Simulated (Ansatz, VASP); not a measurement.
## P in VASP and in Ansatz

```xyz
1
Lattice="0.0000 1.8567 1.8567 1.8567 0.0000 1.8567 1.8567 1.8567 0.0000" Properties=species:S:1:pos:R:3 pbc="T T T"
P     0.0000    0.0000    0.0000
```

Alike in both runs: task single point; functional PBE; k mesh 16 × 16 × 16; occupations fermi-dirac, width 0.1 eV; no spin polarisation.

|  | VASP | Ansatz |
| --- | --- | --- |
| version | VASP 6.6.1 | Ansatz 0.2.0 |
| potentials or method | VASP PAW PBE potentials, release 64 (P), cutoff 520 eV | plane waves (420 eV) with PAW, scalar-relativistic |
| valence electrons in the cell | 5 | 5 |

VASP gave:

* pressure (GPa): 15.3

Problem. Estimate Ansatz's values.

Solution. Pressure (GPa): 15.6.
